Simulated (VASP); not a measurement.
# Al4Si (Al (110), 5 layers) in VASP: notebook

Runs on Al4Si (Al (110), 5 layers). Level: PBEsol. Tasks: single point.

All numbers are computed with VASP 6.6.1; they aren't measurements. Logs are shortened: lines on timing, memory, paths and dates and some standing lists are left out, and cuts for length are marked.

## (1) The cell of the first run

The cell holds a slab with vacuum, 5 atoms: a = 2.839 Å, b = 4.015 Å, c = 21.678 Å, α = 90.00°, β = 90.00°, γ = 90.00°.

## (2) Single point, PBEsol

Contents of INCAR:

```
ALGO = Normal ; DIPOL = 0.5 0.5 0.500
EDIFF = 1E-6 ; ENCUT = 520
GGA = PS ; IDIPOL = 3
ISIF = 2 ; ISMEAR = -1
LASPH = True ; LCHARG = False
LDIPOL = True ; LREAL = False
LWAVE = False ; NBANDS = 16
NELM = 100 ; PREC = Accurate
SIGMA = 0.1
```

Contents of KPOINTS:

```
k-points
0
Gamma
  13 9 1
```

Contents of POSCAR:

```
Al4Si
1.0
    2.8388187244      0.0000000000      0.0000000000
    0.0000000000      4.0146959412      0.0000000000
    0.0000000000      0.0000000000     21.6776000000
Al Si
4 1
Direct
    0.0000000000      0.0000000000      0.3735785802
    0.5000000000      0.5000000000      0.4345880705
    0.5000000000      0.5000000000      0.5654119312
    0.0000000000      0.0000000000      0.6264214195
    0.0000000000      0.0000000000      0.4999999986
```

Potentials or basis: VASP PAW PBE potentials, release 64 (Al, Si).

Command:

```console
$ cat potpaw_PBE.64/Al/POTCAR potpaw_PBE.64/Si/POTCAR > POTCAR
$ mpirun -np 1 vasp_std > vasp.out
```

OUTCAR:

```text
EDIFF = 1E-6
   ENCUT = 520
   GGA = PS
   ISIF = 2
   ISMEAR = -1
   LASPH = True
   LREAL = False
   NELM = 100
   PREC = Accurate

 ion  position               nearest neighbor table
   1  0.000  0.000  0.374-   5 2.74   2 2.79   2 2.79   2 2.79   2 2.79
   2  0.500  0.500  0.435-   1 2.79   1 2.79   1 2.79   1 2.79   3 2.84   5 2.84   5 2.84   5 2.84
                             5 2.84
   3  0.500  0.500  0.565-   4 2.79   4 2.79   4 2.79   4 2.79   2 2.84   5 2.84   5 2.84   5 2.84
                             5 2.84
   4  0.000  0.000  0.626-   5 2.74   3 2.79   3 2.79   3 2.79   3 2.79
   5  0.000  0.000  0.500-   1 2.74   4 2.74   2 2.84   2 2.84   2 2.84   2 2.84   3 2.84   3 2.84
                             3 2.84   3 2.84

  LATTYP: Found a simple orthorhombic cell.
 ALAT       =     2.8388187244
 B/A-ratio  =     1.4142135624
 C/A-ratio  =     7.6361339362

  Lattice vectors:

 A1 = (   2.8388187244,   0.0000000000,   0.0000000000)
 A2 = (   0.0000000000,   4.0146959412,   0.0000000000)
 A3 = (   0.0000000000,   0.0000000000,  21.6776000000)

Analysis of symmetry for initial positions (statically):
=====================================================================
 Subroutine PRICEL returns:
 Original cell was already a primitive cell.

 Routine SETGRP: Setting up the symmetry group for a
 simple orthorhombic supercell.

 Subroutine GETGRP returns: Found  8 space group operations
 (whereof  8 operations were pure point group operations)
 out of a pool of  8 trial point group operations.

The static configuration has the point symmetry D_2h.

Analysis of symmetry for dynamics (positions and initial velocities):
=====================================================================
 Subroutine PRICEL returns:
 Original cell was already a primitive cell.

 Routine SETGRP: Setting up the symmetry group for a
 simple orthorhombic supercell.

 Subroutine GETGRP returns: Found  8 space group operations
 (whereof  8 operations were pure point group operations)
 out of a pool of  8 trial point group operations.

The dynamic configuration has the point symmetry D_2h.

 Subroutine INISYM returns: Found  8 space group operations
 (whereof  8 operations are pure point group operations),
 and found     1 'primitive' translations

----------------------------------------------------------------------------------------

                                     Primitive cell

  volume of cell :     247.0595

  direct lattice vectors                    reciprocal lattice vectors
     2.838818724  0.000000000  0.000000000     0.352259195  0.000000000  0.000000000
     0.000000000  4.014695941  0.000000000     0.000000000  0.249084866  0.000000000
     0.000000000  0.000000000 21.677600000     0.000000000  0.000000000  0.046130568

  length of vectors
     2.838818724  4.014695941 21.677600000     0.352259195  0.249084866  0.046130568

  position of ions in fractional coordinates (direct lattice)
     0.000000000  0.000000000  0.373578580
     0.500000000  0.500000000  0.434588070
     0.500000000  0.500000000  0.565411931
     0.000000000  0.000000000  0.626421419
     0.000000000  0.000000000  0.499999999

  ion indices of the primitive-cell ions
   primitive index   ion index
                 1           1
                 2           2
                 3           3
                 4           4
                 5           5

----------------------------------------------------------------------------------------

 KPOINTS: k-points

Automatic generation of k-mesh.
 Grid dimensions read from file:
 generate k-points for:   13    9    1

 Generating k-lattice:

  Cartesian coordinates                     Fractional coordinates (reciprocal lattice)
     0.027096861  0.000000000  0.000000000     0.076923077  0.000000000  0.000000000
     0.000000000  0.027676096  0.000000000     0.000000000  0.111111111  0.000000000
     0.000000000  0.000000000  0.046130568     0.000000000  0.000000000  1.000000000

  Length of vectors
     0.027096861  0.027676096  0.046130568

  Shift w.r.t. Gamma in fractional coordinates (k-lattice)
     0.000000000  0.000000000  0.000000000

 Subroutine IBZKPT returns following result:
 ===========================================

 Found     35 irreducible k-points:

 Following reciprocal coordinates:
            Coordinates               Weight
  0.000000  0.000000  0.000000      1.000000
  0.076923  0.000000  0.000000      2.000000
  0.153846  0.000000  0.000000      2.000000
  0.230769  0.000000  0.000000      2.000000
  0.307692  0.000000  0.000000      2.000000
  0.384615  0.000000  0.000000      2.000000
[... 16 lines left out ...]
  0.076923  0.333333  0.000000      4.000000
  0.153846  0.333333  0.000000      4.000000
 [... further k-points ...]
   k-points           NKPTS =     35   k-points in BZ     NKDIM =     35   number of bands    NBANDS=     16
   number of dos      NEDOS =    301   number of ions     NIONS =      5
   total plane-waves  NPLWV = 116640
   dimension x,y,z NGX =    24 NGY =   30 NGZ =  162
   dimension x,y,z NGXF=    48 NGYF=   60 NGZF=  324
   ions per type =               4   1
   NGX,Y,Z   is equivalent  to a cutoff of  14.05, 12.42, 12.42 a.u.
   NGXF,Y,Z  is equivalent  to a cutoff of  28.11, 24.85, 24.85 a.u.
 SYSTEM =  unknown system
   PREC   = accura    normal or accurate (medium, high low for compatibility)
   ISTART =      0    job   : 0-new  1-cont  2-samecut
   ICHARG =      2    charge: 1-file 2-atom 10-const
   ISPIN  =      1    spin polarized calculation?
   LNONCOLLINEAR =      F non collinear calculations
   LSORBIT =      F    spin-orbit coupling
   LASPH  =      T    aspherical Exc in radial PAW
   ENCUT  =  520.0 eV  38.22 Ry    6.18 a.u.   5.28  7.46 40.31*2*pi/ulx,y,z
   NELM   =    100;   NELMIN=  2; NELMDL= -5     # of ELM steps
   EDIFF  = 0.1E-05   stopping-criterion for ELM
   LREAL  =      F    real-space projection
   EDIFFG = 0.1E-04   stopping-criterion for IOM
   NSW    =      0    number of steps for IOM
   IBRION =     -1    ionic relax: 0-MD 1-quasi-New 2-CG
   NFREE  =      0    steps in history (QN), initial steepest desc. (CG)
   ISIF   =      2    stress and relaxation
   ISYM   =      2    0-nonsym 1-usesym 2-fastsym
   POTIM  = 0.5000    time-step for ionic-motion
   TEBEG  =    0.0;   TEEND  =   0.0 temperature during run
   PSTRESS=    0.0 pullay stress
   NELECT =      16.0000    total number of electrons
   NUPDOWN=      -1.0000    fix difference up-down
   EMIN   =  10.00;   EMAX   =-10.00  energy-range for DOS
   EFERMI =   0.00;   METHOD = LEGACY
   ISMEAR =    -1;   SIGMA  =   0.10  broadening in eV -4-tet -1-fermi 0-gaus
   EFERMI_NEDOS =   21; number of points for ismear=-14 and -15
   IALGO  =     38    algorithm
   IMIX   =      4    mixing-type and parameters
     AMIX     =   0.40;   BMIX     =  1.00
     AMIX_MAG =   1.60;   BMIX_MAG =  1.00
  volume/ion in A,a.u.               =      49.41       333.45
  Fermi-wavevector in a.u.,A,eV,Ry     =   0.657427  1.242357  5.880581  0.432210
  Thomas-Fermi vector in A             =   1.728931
   LORBIT       =      0    0 simple, 1 ext, 2 COOP (PROOUT), +10 PAW based schemes
   GGA     = PS    functional components
   LHFCALC =     F    Hartree Fock is set to
   AEXX    =    0.0000 exact exchange contribution
   IVDW    =     0    specifies the selected vdW correction
   LEPSILON=     F    determine dielectric tensor
   LRPA    =     F    only Hartree local field effects (RPA)
 non-spin polarized calculation
  energy-cutoff  :      520.00
  volume of cell :      247.06
 maximum number of plane-waves:      6689
 NGX is ok and might be reduce to    24
   NGX = 11   NGY = 15   NGZ = 81

 number of electron      16.0000001 magnetization

 dipolmoment           0.000000      0.000000      0.000000 electrons x Angstroem

 Free energy of the ion-electron system (eV)
  ---------------------------------------------------
  ext. energy  EPLUGINS =         0.00000000
  ---------------------------------------------------
  free energy    TOTEN  =       -20.20511233 eV

  energy without entropy =      -20.10883635  energy(sigma->0) =      -20.15697434

 E-fermi :   0.1287     XC(G=0):  -4.3390

 val. band max:        0.1132322825   @ k =   0.2308   0.1111   0.0000
 cond. band min:       0.1616900592   @ k =   0.4615   0.1111   0.0000
 fundamental gap:      0.0484577767
 Fermi energy:         0.1286966855

 k-point     1 :       0.0000    0.0000    0.0000
  band No.  band energies     occupation
      1     -11.6677      2.00000
      2      -9.0883      2.00000
      3      -6.6896      2.00000
      4      -3.6095      2.00000
      5      -3.2411      2.00000
      6      -1.9858      2.00000
[... 8 lines left out ...]
     15       4.7182      0.00000
     16       4.7316      0.00000

 k-point     2 :       0.0769    0.0000    0.0000
  band No.  band energies     occupation
      1     -11.5612      2.00000
      2      -8.9814      2.00000
      3      -6.5833      2.00000
      4      -3.5081      2.00000
      5      -3.1425      2.00000
      6      -1.8813      2.00000
[... 8 lines left out ...]
     15       4.5102      0.00000
     16       4.8973      0.00000

 k-point     3 :       0.1538    0.0000    0.0000
  band No.  band energies     occupation
      1     -11.2423      2.00000
      2      -8.6614      2.00000
      3      -6.2650      2.00000
      4      -3.2068      2.00000
      5      -2.8472      2.00000
      6      -1.5693      2.00000
[... 8 lines left out ...]
     15       4.1918      0.00000
     16       4.8931      0.00000
[... 362 lines left out ...]
 k-point    23 :       0.0769    0.3333    0.0000
  band No.  band energies     occupation
      1     -10.6531      2.00000
      2      -8.0181      2.00000
      3      -7.3233      2.00000
      4      -5.6564      2.00000
      5      -4.9148      2.00000
      6      -2.7389      2.00000
[... 8 lines left out ...]
     15       5.3749      0.00000
     16       5.8992      0.00000

 k-point    24 :       0.1538    0.3333    0.0000
  band No.  band energies     occupation
      1     -10.3372      2.00000
      2      -7.7011      2.00000
      3      -7.0099      2.00000
      4      -5.3390      2.00000
      5      -4.6036      2.00000
      6      -2.4422      2.00000
[... 8 lines left out ...]
     15       4.9870      0.00000
     16       5.2916      0.00000

 [... further k-points ...]

------------------------ aborting loop because EDIFF is reached ----------------------------------------

 vacuum level on the upper side and lower side of the slab       (xc-potential included)        -0.095        -0.095

  FORCE on cell =-STRESS in cart. coord.  units (eV):
  Direction    XX          YY          ZZ          XY          YZ          ZX
  --------------------------------------------------------------------------------------
  -------------------------------------------------------------------------------------
  Total       -1.9238236     -1.4719980     -2.0182927      0.0000000      0.0000000      0.0000000
  in kB      -12.4759697     -9.5458869    -13.0886002      0.0000000      0.0000000      0.0000000
  external PRESSURE =     -11.7034856 kB  Pullay stress =       0.0000000 kB

 VOLUME and BASIS-vectors are now :
 -----------------------------------------------------------------------------
  energy-cutoff  :      520.00
  volume of cell :      247.06
      direct lattice vectors                 reciprocal lattice vectors
     2.838818724  0.000000000  0.000000000     0.352259195  0.000000000  0.000000000
     0.000000000  4.014695941  0.000000000     0.000000000  0.249084866  0.000000000
     0.000000000  0.000000000 21.677600000     0.000000000  0.000000000  0.046130568

 POSITION                                       TOTAL-FORCE (eV/Angst)
 -----------------------------------------------------------------------------------
      0.00000      0.00000      8.09829        -0.000000      0.000000      0.233708
      1.41941      2.00735      9.42083         0.000000     -0.000000      0.258721
      1.41941      2.00735     12.25677         0.000000     -0.000000     -0.258721
      0.00000      0.00000     13.57931         0.000000      0.000000     -0.233708
      0.00000      0.00000     10.83880         0.000000     -0.000000      0.000000
 -----------------------------------------------------------------------------------
    total drift:                               -0.000000      0.000000      0.000003

  FREE ENERGIE OF THE ION-ELECTRON SYSTEM (eV)
  ---------------------------------------------------
  free  energy   TOTEN  =       -20.2051123321 eV

  energy  without entropy=      -20.1088363544  energy(sigma->0) =      -20.15697434

 vacuum level on the upper side and lower side of the slab         4.008         4.008
```

It took 3.2 min on 1 thread of Intel Xeon 6975P-C, shared host; peak memory 0.38 GiB.

Results:

| Property | Result |
| --- | --- |
| Free energy | -20.2051 eV |
| Largest force | 0.259 eV/Å |
| Band gap on the k mesh | zero (band 8 reaches 0.62 eV, above the bottom of band 9 at -0.91 eV) |

Forces in eV/Å, atoms in the order of the input:
```
Al   0.000  0.000  0.234
Al   0.000  0.000  0.259
Al   0.000  0.000 -0.259
Al   0.000  0.000 -0.234
Si   0.000  0.000  0.000
```

Levels at points of the mesh, in eV from the Fermi level:
```tsv
k point	band 5	band 6	band 7	band 8	band 9	band 10	band 11	band 12
(0.00, 0.00, 0.00)	-3.37	-2.11	-1.00	-0.77	0.24	1.24	2.05	3.11
```

Caveat: the PAW data sets were made with another functional, which shifts forces and pressure a little.

(Part 1 of 2 ends here.)
